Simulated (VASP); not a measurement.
Nb: single point with LDA

Nb:

```
CELL_PARAMETERS angstrom
-1.62489 1.62489 1.62489
1.62489 -1.62489 1.62489
1.62489 1.62489 -1.62489
ATOMIC_POSITIONS crystal
Nb 0.00000 0.00000 0.00000
```

```json
{"Program": "VASP 6.6.1", "Task": "single point", "Functional": "LDA", "Potentials or basis": "VASP PAW LDA potentials, release 64 (Nb_sv)", "Cutoff": "520 eV", "k mesh": "16 × 16 × 16", "Occupations": "fermi-dirac, width 0.15 eV", "Spin": "no spin polarisation"}
```

- Pressure: -0.2 GPa

Levels at points of the mesh, in eV from the Fermi level:
```
           k point  band 4  band 5  band 6  band 7  band 8  band 9
(0.00, 0.00, 0.00)  -29.38   -6.04    0.29    0.29    0.29    3.36
(0.50, 0.00, 0.00)  -29.40   -3.97   -1.86    2.56    3.42    4.14
(0.50, 0.50, 0.50)  -30.47   -4.06   -4.06    5.92    5.92    5.92
```

Wall time 17 s on 1 thread of Intel Xeon 6975P-C (shared host), peak memory 0.15 GiB.
